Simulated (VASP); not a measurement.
# B (P6_3/mmc) in VASP: further runs

B is run at these levels: PBEsol; tasks: relaxation of cell and atoms.

Everything below comes from runs of VASP 6.6.1. Logs are shortened: lines on timing, memory, paths and dates and some standing lists are left out, and cuts for length are marked.

### Step 1. The cell of the first run

Symmetry: P6_3/mmc, No. 194, hexagonal system. Conventional cell: a = 2.203 Å, b = 2.203 Å, c = 7.107 Å, α = 90.00°, β = 90.00°, γ = 120.00°. Within 2.9 Å of B (site symmetry -3m) lie 12 B at 2.19 to 2.20 Å. B (site symmetry -6m2) has 12 B at 2.19 to 2.20 Å within 2.9 Å.

This isn't the form of B at room conditions, which is rhombohedral.

### Step 2. Relaxation of cell and atoms, PBEsol

INCAR reads:

```
SYSTEM = B
PREC     = Accurate       ! precision mode
ENCUT    = 1230           ! plane-wave cutoff, eV
EDIFF    = 1E-7           ! SCF threshold, eV
ISMEAR   = 0              ! smearing method
SIGMA    = 0.1            ! smearing width, eV
LREAL    = .False.        ! projectors in reciprocal space
LASPH    = .True.         ! aspherical terms in the spheres
NELM     = 120            ! most SCF steps
ALGO     = Normal         ! electronic algorithm
ISIF     = 3              ! what is computed and relaxed
LWAVE    = .False.        ! write WAVECAR
LCHARG   = .False.        ! write CHGCAR
GGA      = PS             ! functional
IBRION   = 2              ! ionic algorithm
NSW      = 90             ! ionic steps
EDIFFG   = -0.04          ! ionic threshold
GGA_COMPAT= .False.      
NELMIN   = 4
```

KPOINTS reads:

```
regular mesh
0
Gamma
  9 9 4
  0 0 0
```

POSCAR reads:

```
B
1.0
    2.2034945065      0.0000000000      0.0000000000
   -1.1017472532      1.9082822198      0.0000000000
    0.0000000000      0.0000000000      7.1067046936
B
4
Direct
    0.0000000000      0.0000000000      0.0000000000
    0.0000000000      0.0000000000      0.5000000000
    0.3333333333      0.6666666667      0.7500000000
    0.6666666667      0.3333333333      0.2500000000
```

Potentials or basis: VASP PAW PBE potentials, release 64 (B_h).

On the command line:

```
cat potpaw_PBE.64/B_h/POTCAR > POTCAR
mpirun -np 1 vasp_std > vasp.out
```

OUTCAR:

```text
SYSTEM = B
   PREC = Accurate
   ENCUT = 1230
   EDIFF = 1E-7
   ISMEAR = 0
   LREAL = .False.
   LASPH = .True.
   NELM = 120
   ISIF = 3
   GGA = PS
   IBRION = 2
   NSW = 90
   EDIFFG = -0.04
   NELMIN = 4

 ion  position               nearest neighbor table
   1  0.000  0.000  0.000-
   2  0.000  0.000  0.500-
   3  0.333  0.667  0.750-
   4  0.667  0.333  0.250-

  LATTYP: Found a hexagonal cell.
 ALAT       =     2.2034945065
 C/A-ratio  =     3.2251973729

  Lattice vectors:

 A1 = (   2.2034945065,   0.0000000000,   0.0000000000)
 A2 = (  -1.1017472532,   1.9082822198,   0.0000000000)
 A3 = (   0.0000000000,   0.0000000000,   7.1067046936)

Analysis of symmetry for initial positions (statically):
=====================================================================
 Subroutine PRICEL returns:
 Original cell was already a primitive cell.

 Routine SETGRP: Setting up the symmetry group for a
 hexagonal supercell.

 Subroutine GETGRP returns: Found 24 space group operations
 (whereof 12 operations were pure point group operations)
 out of a pool of 24 trial point group operations.

The static configuration has the point symmetry D_3d.
 The point group associated with its full space group is D_6h.

Analysis of symmetry for dynamics (positions and initial velocities):
=====================================================================
 Subroutine PRICEL returns:
 Original cell was already a primitive cell.

 Routine SETGRP: Setting up the symmetry group for a
 hexagonal supercell.

 Subroutine GETGRP returns: Found 24 space group operations
 (whereof 12 operations were pure point group operations)
 out of a pool of 24 trial point group operations.

The dynamic configuration has the point symmetry D_3d.
 The point group associated with its full space group is D_6h.

 Subroutine INISYM returns: Found 24 space group operations
 (whereof 12 operations are pure point group operations),
 and found     1 'primitive' translations

----------------------------------------------------------------------------------------

                                     Primitive cell

  volume of cell :      29.8829

  direct lattice vectors                    reciprocal lattice vectors
     2.203494506  0.000000000  0.000000000     0.453824594  0.262015752  0.000000000
    -1.101747253  1.908282220  0.000000000     0.000000000  0.524031503  0.000000000
     0.000000000  0.000000000  7.106704694     0.000000000  0.000000000  0.140712193

  length of vectors
     2.203494506  2.203494507  7.106704694     0.524031503  0.524031503  0.140712193

  position of ions in fractional coordinates (direct lattice)
     0.000000000  0.000000000  0.000000000
     0.000000000  0.000000000  0.500000000
     0.333333333  0.666666667  0.750000000
     0.666666667  0.333333333  0.250000000

  ion indices of the primitive-cell ions
   primitive index   ion index
                 1           1
                 2           2
                 3           3
                 4           4

----------------------------------------------------------------------------------------

 KPOINTS: regular mesh

Automatic generation of k-mesh.
 Grid dimensions read from file:
 generate k-points for:    9    9    4

 Generating k-lattice:

  Cartesian coordinates                     Fractional coordinates (reciprocal lattice)
     0.050424955  0.029112861  0.000000000     0.111111111  0.000000000  0.000000000
     0.000000000  0.058225723  0.000000000     0.000000000  0.111111111  0.000000000
     0.000000000  0.000000000  0.035178048     0.000000000  0.000000000  0.250000000

  Length of vectors
     0.058225723  0.058225723  0.035178048

  Shift w.r.t. Gamma in fractional coordinates (k-lattice)
     0.000000000  0.000000000  0.000000000

 Subroutine IBZKPT returns following result:
 ===========================================

 Found     36 irreducible k-points:

 Following reciprocal coordinates:
            Coordinates               Weight
  0.000000  0.000000  0.000000      1.000000
[... 43 lines left out ...]
  ---------------------------------------------------
  ext. energy  EPLUGINS =         0.00000000
  ---------------------------------------------------
  free energy    TOTEN  =       -21.65562563 eV

  energy without entropy =      -21.64624239  energy(sigma->0) =      -21.65093401

------------------------ aborting loop because EDIFF is reached ----------------------------------------

  FORCE on cell =-STRESS in cart. coord.  units (eV):
  Direction    XX          YY          ZZ          XY          YZ          ZX
  --------------------------------------------------------------------------------------
  -------------------------------------------------------------------------------------
  Total       -6.9600813     -6.9600813     -8.4556983     -0.0000000      0.0000000      0.0000000
  in kB     -373.1659843   -373.1659843   -453.3537527     -0.0000000      0.0000000      0.0000000
  external PRESSURE =    -399.8952404 kB  Pullay stress =       0.0000000 kB
[... 95 lines left out ...]
  FREE ENERGIE OF THE ION-ELECTRON SYSTEM (eV)
  ---------------------------------------------------
  free  energy   TOTEN  =       -22.6440800822 eV

  energy  without entropy=      -22.6406385572  energy(sigma->0) =      -22.64235932

 E-fermi :   9.7063     XC(G=0): -12.3822

 val. band max:        9.5945426199   @ k =   0.3333   0.0000   0.0000
 cond. band min:       9.7063429651   @ k =   0.3333   0.3333   0.5000
 fundamental gap:      0.1118003451
 Fermi energy:         9.7062986679

 k-point     1 :       0.0000    0.0000    0.0000
  band No.  band energies     occupation
      1      -6.8722      2.00000
      2      -3.1813      2.00000
      3      -3.1795      2.00000
      4       5.1431      2.00000
      5      12.2949      0.00000
      6      15.7287      0.00000
      7      15.7287      0.00000
      8      17.7341      0.00000
      9      23.2648      0.00000
     10      24.2304      0.00000
[... 287 lines left out ...]
 k-point    24 :       0.3333    0.3333    0.2500
  band No.  band energies     occupation
      1       2.4342      2.00000
      2       2.8286      2.00000
      3       2.8286      2.00000
      4       3.5344      2.00000
      5       4.5136      2.00000
      6       4.5136      2.00000
      7       8.7024      2.00000
      8       8.7024      2.00000
      9       8.9073      2.00000
     10      12.3827      0.00000

 [... further k-points ...]

[... ionic steps 4 to 17 ...]

--------------------------------------- Ionic step       18  -------------------------------------------

 number of electron      12.0000000 magnetization

------------------------ aborting loop because EDIFF is reached ----------------------------------------

  FORCE on cell =-STRESS in cart. coord.  units (eV):
  Direction    XX          YY          ZZ          XY          YZ          ZX
  --------------------------------------------------------------------------------------
  -------------------------------------------------------------------------------------
  Total       -0.6658802     -0.6658802     -2.0444866     -0.0000000      0.0000000      0.0000000
  in kB      -40.7897643    -40.7897643   -125.2389270     -0.0000000      0.0000000      0.0000000
  external PRESSURE =     -68.9394852 kB  Pullay stress =       0.0000000 kB
[... 61 lines left out ...]
  energy  without entropy=      -23.1558625760  energy(sigma->0) =      -23.15741764

--------------------------------------- Ionic step       20  -------------------------------------------

 number of electron      12.0000000 magnetization

 Free energy of the ion-electron system (eV)
  ---------------------------------------------------
  ext. energy  EPLUGINS =         0.00000000
  ---------------------------------------------------
  free energy    TOTEN  =       -23.20344118 eV

  energy without entropy =      -23.19865367  energy(sigma->0) =      -23.20104743

 E-fermi :  11.0250     XC(G=0): -12.8550

 val. band max:       10.9806191386   @ k =   0.3333   0.1111   0.2500
 cond. band min:      11.0703449701   @ k =   0.3333   0.3333   0.5000
 fundamental gap:      0.0897258315
 Fermi energy:        11.0250055147

 k-point     1 :       0.0000    0.0000    0.0000
  band No.  band energies     occupation
      1      -6.6229      2.00000
      2      -2.6483      2.00000
      3      -2.6316      2.00000
      4       6.3003      2.00000
      5      14.5014      0.00000
      6      17.5634      0.00000
      7      17.5634      0.00000
      8      19.7620      0.00000
      9      19.7620      0.00000
     10      20.3990      0.00000
[... 330 lines left out ...]
  FREE ENERGIE OF THE ION-ELECTRON SYSTEM (eV)
  ---------------------------------------------------
  free  energy   TOTEN  =       -23.2034411816 eV

  energy  without entropy=      -23.1986536723  energy(sigma->0) =      -23.20104743

 reached required accuracy - stopping structural energy minimisation
```

Wall time 2.8 min (1 thread of Intel Xeon 6975P-C (Granite Rapids), shared host); peak memory 0.25 GiB.

Results:

- Free energy: -23.2034 eV
- Relaxed volume: 6.37 Å³/atom
- Relaxed cell: a = 2.323 Å, b = 2.323 Å, c = 5.449 Å, α = 90.00°, β = 90.00°, γ = 120.00°
- Space group after relaxing (to 0.1 Å): P6_3/mmc (No. 194)
- Energy gained by relaxing: 387.0 meV/atom
- Ionic steps: 20
- Pressure after relaxing: -0.1 GPa
- Band gap on the k mesh: zero (bands 6 and 7 overlap by 9.62 eV)

The path:
| step | energy change (eV) | largest force (eV/Å) | pressure (GPa) | volume (Å³) |
| --- | --- | --- | --- | --- |
| 1 | 0.0000 | 0.0000 | -39.99 | 29.88 |
| 2 | -0.9552 | 0.0000 | 12.74 | 22.52 |
| 3 | -0.9885 | 0.0000 | 0.76 | 23.44 |
| 4 | -1.0313 | 0.0000 | 1.88 | 23.39 |
| 5 | -1.0205 | 0.0000 | 8.61 | 23.19 |
| 6 | -1.0627 | 0.0000 | 3.92 | 23.71 |
| 7 | -1.1992 | 0.0000 | -7.13 | 25.29 |
| 8 | -1.2989 | 0.0000 | -22.61 | 28.49 |
| 9 | -1.2838 | 0.0000 | -13.73 | 26.36 |
| 10 | -1.3295 | 0.0000 | -18.35 | 27.42 |
| 11 | -1.3315 | 0.0000 | -19.14 | 27.61 |
| 12 | -1.3349 | 0.0000 | -19.50 | 27.70 |
| 13 | -1.3381 | 0.0000 | -20.11 | 27.86 |
| 14 | -1.3441 | 0.0000 | -19.88 | 27.82 |
| 15 | -1.3618 | 0.0000 | -19.18 | 27.71 |
| 16 | -1.3951 | 0.0000 | -17.71 | 27.48 |
| 17 | -1.4526 | 0.0000 | -14.45 | 27.03 |
| 18 | -1.5280 | 0.0000 | -6.89 | 26.16 |
| 19 | -1.5033 | 0.0000 | 11.51 | 24.45 |
| 20 | -1.5478 | 0.0000 | -0.10 | 25.47 |

Final structure:
```
B
1.0
     2.32333    0.00000    0.00000
    -1.16166    2.01206    0.00000
     0.00000    0.00000    5.44895
B
4
Direct
  0.00000 0.00000 0.00000
  0.00000 0.00000 0.50000
  0.33333 0.66667 0.75000
  0.66667 0.33333 0.25000
```

Caveat: the k points lie up to 0.35 Å⁻¹ apart in the final cell, too coarse for converged energies and pressures of a metal; a cell axis changed by over 15 % at a fixed basis, so the end point is rough; the PAW data sets were made with another functional, which shifts forces and pressure a little.

### Step 3. Relaxation of cell and atoms, PBEsol

This run uses another cell than the first one, of 5.92 Å³/atom.

INCAR reads:

```
PREC     = Accurate       # precision mode
ENCUT    = 1230           # plane-wave cutoff, eV
EDIFF    = 1E-7           # SCF threshold, eV
ISMEAR   = 0              # smearing method
SIGMA    = 0.1            # smearing width, eV
LREAL    = F              # projectors in reciprocal space
LASPH    = T              # aspherical terms in the spheres
NELM     = 120            # most SCF steps
ALGO     = Normal         # electronic algorithm
ISIF     = 3              # what is computed and relaxed
LWAVE    = F              # write WAVECAR
LCHARG   = F              # write CHGCAR
GGA      = PS             # functional
IBRION   = 2              # ionic algorithm
NSW      = 100            # ionic steps
EDIFFG   = -0.01          # ionic threshold
GGA_COMPAT= F            
NELMIN   = 4
```

KPOINTS reads:

```
Automatic mesh
0
Gamma
  24 24 8
```

POSCAR reads:

```
B
1.0
    2.0958357340      0.0000000000      0.0000000000
   -1.0479178670      1.8150469878      0.0000000000
    0.0000000000      0.0000000000      6.2217865572
B
4
Direct
    0.0000000000      0.0000000000      0.0000000000
    0.0000000000      0.0000000000      0.5000000000
    0.3333333333      0.6666666667      0.7500000000
    0.6666666667      0.3333333333      0.2500000000
```

Potentials or basis: VASP PAW PBE potentials, release 64 (B_h).

On the command line:

```
cat potpaw_PBE.64/B_h/POTCAR > POTCAR
mpirun -np 1 vasp_std > vasp.out
```

Wall time 11 min (1 thread of Intel Xeon 6975P-C (Granite Rapids), shared host); peak memory 0.34 GiB.

Results (log left out):

```yaml
Free_energy: -25.4540 eV
Relaxed_volume: 6.25 Å³/atom
Relaxed_cell: a = 2.868 Å, b = 2.868 Å, c = 3.512 Å, α = 90.00°, β = 90.00°, γ = 120.00°
Space_group_after_relaxing_to_0.1_Å: P6_3/mmc (No. 194)
Energy_gained_by_relaxing: 703.8 meV/atom
Ionic_steps: 14
Pressure_after_relaxing: 0.0 GPa
Band_gap_on_the_k_mesh: zero (bands 6 and 7 overlap by 2.47 eV)
```

Stress tensor (GPa, compression positive):
```
-0.11  0.00  0.00
 0.00 -0.11  0.00
 0.00  0.00  0.07
```

Step by step:
| step | energy change (eV) | largest force (eV/Å) | pressure (GPa) | volume (Å³) |
| --- | --- | --- | --- | --- |
| 1 | 0.0000 | 0.0000 | 0.72 | 23.67 |
| 2 | -0.0215 | 0.0000 | 0.48 | 23.76 |
| 3 | -0.1050 | 0.0000 | 1.76 | 23.99 |
| 4 | -0.5001 | 0.0000 | 7.72 | 24.31 |
| 5 | 0.0219 | 0.0000 | 25.79 | 24.27 |
| 6 | -1.5848 | 0.0000 | 69.22 | 21.00 |
| 7 | -0.2672 | 0.0000 | 28.00 | 24.03 |
| 8 | -2.0794 | 0.0000 | 30.26 | 22.92 |
| 9 | -2.4507 | 0.0000 | 42.36 | 21.98 |
| 10 | -2.3856 | 0.0000 | 45.89 | 21.82 |
| 11 | -2.5440 | 0.0000 | 35.07 | 22.42 |
| 12 | -2.7977 | 0.0000 | 7.90 | 24.32 |
| 13 | -2.8150 | 0.0000 | 0.65 | 24.95 |
| 14 | -2.8151 | 0.0000 | -0.05 | 25.02 |

Final structure:
```cif
data_structure
_symmetry_space_group_name_H-M 'P 1'
_symmetry_Int_Tables_number 1
_cell_length_a 2.8679
_cell_length_b 2.8679
_cell_length_c 3.5124
_cell_angle_alpha 90.000
_cell_angle_beta 90.000
_cell_angle_gamma 120.000
_cell_volume 25.02
loop_
_atom_site_label
_atom_site_type_symbol
_atom_site_fract_x
_atom_site_fract_y
_atom_site_fract_z
_atom_site_occupancy
B1 B 0.00000 0.00000 0.00000 1
B2 B 0.00000 0.00000 0.50000 1
B3 B 0.33333 0.66667 0.75000 1
B4 B 0.66667 0.33333 0.25000 1
```

Levels at points of the mesh, in eV from the Fermi level:
| k point | band 3 | band 4 | band 5 | band 6 | band 7 | band 8 | band 9 | band 10 |
| --- | --- | --- | --- | --- | --- | --- | --- | --- |
| (0.00, 0.00, 0.00) | -8.38 | -2.87 | -2.87 | 0.32 | 0.32 | 6.45 | 6.45 | 7.48 |
| (0.50, 0.00, 0.00) | -7.91 | -6.65 | -5.09 | -1.84 | -1.33 | 2.27 | 3.66 | 4.38 |
| (0.00, 0.00, 0.50) | -0.77 | -0.77 | -0.77 | -0.77 | 0.70 | 0.70 | 5.25 | 5.25 |
| (0.50, 0.00, 0.50) | -10.60 | -10.60 | -3.87 | -3.87 | 0.94 | 0.94 | 8.98 | 8.98 |

Caveat: a cell axis changed by over 15 % at a fixed basis, so the end point is rough; the PAW data sets were made with another functional, which shifts forces and pressure a little.

### Step 4. Relaxation of cell and atoms, PBEsol

This run uses another cell than the first one, of 6.35 Å³/atom.

INCAR reads:

```
PREC = Accurate
ENCUT = 600
EDIFF = 1E-6
ISMEAR = 0
SIGMA = 0.1
LREAL = F
LASPH = T
NELM = 60
ALGO = Normal
ISIF = 3
LWAVE = F
LCHARG = F
GGA = PS
IBRION = 2
NSW = 100
EDIFFG = -0.01
```

KPOINTS is that of step 3.

POSCAR reads:

```
B
1.0
    2.3184140742      0.0000000000      0.0000000000
   -1.1592070371      2.0078054848      0.0000000000
    0.0000000000      0.0000000000      5.4604310116
B
4
Direct
    0.0000000000      0.0000000000      0.0000000000
    0.0000000000      0.0000000000      0.5000000000
    0.3333333333      0.6666666667      0.7500000000
    0.6666666667      0.3333333333      0.2500000000
```

Potentials or basis: VASP PAW PBE potentials, release 64 (B).

On the command line:

```
cat potpaw_PBE.64/B/POTCAR > POTCAR
mpirun -np 1 vasp_std > vasp.out
```

It took 78 s on 1 thread of Intel Xeon Platinum 8259CL at 2.50GHz (Skylake/Cascade Lake), shared host; peak memory 0.2 GiB.

Results (log left out):

```yaml
Free_energy: -23.2070 eV
Relaxed_volume: 6.36 Å³/atom
Relaxed_cell: a = 2.319 Å, b = 2.319 Å, c = 5.464 Å, α = 90.00°, β = 90.00°, γ = 120.00°
Space_group_after_relaxing_to_0.1_Å: P6_3/mmc (No. 194)
Energy_gained_by_relaxing: 0.0 meV/atom
Ionic_steps: 2
Pressure_after_relaxing: -0.1 GPa
Band_gap_on_the_k_mesh: zero (bands 6 and 7 overlap by 10.32 eV)
```

Stress tensor (GPa, compression positive):
```
-0.05  0.00  0.00
 0.00 -0.05  0.00
 0.00  0.00 -0.25
```

Final structure:
```yaml
crystal:
  lattice:
    - [2.31885, 0.00000, 0.00000]
    - [-1.15942, 2.00818, 0.00000]
    - [0.00000, 0.00000, 5.46445]
  atoms:
    - { symbol: B, position: [0.00000, 0.00000, 0.00000] }
    - { symbol: B, position: [0.00000, 0.00000, 0.50000] }
    - { symbol: B, position: [0.33333, 0.66667, 0.75000] }
    - { symbol: B, position: [0.66667, 0.33333, 0.25000] }
```

Levels at points of the mesh, in eV from the Fermi level:
```csv
k point,band 4,band 5,band 6,band 7,band 8,band 9
"(0.00, 0.00, 0.00)",-4.85,3.30,6.59,6.59,8.80,8.80
"(0.50, 0.00, 0.00)",-7.73,-4.59,-3.92,1.15,2.59,4.99
"(0.00, 0.00, 0.50)",-8.98,7.29,7.29,7.29,7.29,9.03
"(0.50, 0.00, 0.50)",-8.98,-2.31,-2.31,0.93,0.93,2.28
```

Caveat: the PAW data sets were made with another functional, which shifts forces and pressure a little.

### Step 5. The runs side by side

| potentials or basis | cell | k mesh | cutoff (eV) | gap on the mesh (eV) | pressure (GPa) | relaxed volume (Å³/atom) |
| --- | --- | --- | --- | --- | --- | --- |
| VASP PAW PBE potentials, release 64 (B_h) | relaxed from a = 2.203, b = 2.203, c = 7.107 Å, angles 90.0, 90.0, 120.0°, 4 atoms | 9 × 9 × 4 | 1230 | none | -0.1 | 6.37 |
| VASP PAW PBE potentials, release 64 (B_h) | relaxed from a = 2.096, b = 2.096, c = 6.222 Å, angles 90.0, 90.0, 120.0°, 4 atoms | 24 × 24 × 8 | 1230 | none | 0.0 | 6.25 |
| VASP PAW PBE potentials, release 64 (B) | relaxed from a = 2.318, b = 2.318, c = 5.460 Å, angles 90.0, 90.0, 120.0°, 4 atoms | 24 × 24 × 8 | 600 | none | -0.1 | 6.36 |

Alike in all rows: task relaxation of cell and atoms; level PBEsol; no spin polarisation; smearing gaussian 0.1 eV.

Caveats: some runs use coarse meshes; the PAW data sets were made with another functional, which shifts forces and pressure a little; a cell axis changed by over 15 % at a fixed basis, so the end point is rough (at least some runs).

Absolute energies hang on the potentials; compare differences alone.

The gap in the log of VASP goes by the Fermi energy; the results here count the filled bands.